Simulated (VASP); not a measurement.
Input of a VASP 6.6.1 run:

INCAR

```
SYSTEM = W
ALGO = Normal ; EDIFF = 1E-7
ENCUT = 520 ; GGA = PE
ISIF = 2 ; ISMEAR = -1
LASPH = .TRUE. ; LCHARG = .TRUE.
LELF = .TRUE. ; LREAL = .FALSE.
LVHAR = .TRUE. ; LWAVE = .FALSE.
NBANDS = 13 ; NELM = 100
PREC = Accurate ; SIGMA = 0.05
```

KPOINTS

```
k-points
0
G
  18 18 18
  0 0 0
```

POSCAR

```
W
1.0
   -1.5919549736      1.5919549736      1.5919549736
    1.5919549736     -1.5919549736      1.5919549736
    1.5919549736      1.5919549736     -1.5919549736
W
1
Direct
    0.0000000000      0.0000000000      0.0000000000
```

Potentials or basis: VASP PAW PBE potentials, release 64 (W_sv).

The run is started by

```bash
$ cat potpaw_PBE.64/W_sv/POTCAR > POTCAR
$ mpirun -np 1 vasp_std > vasp.out
```

(1) Predict the band gap on the k mesh.

(2) Predict the pressure.

## Answers

(1) zero (bands 7 and 8 overlap by 6.24 eV).

(2) 0.4 GPa.

Caveat: spin-orbit coupling is left out, which moves the levels of the heavy elements.
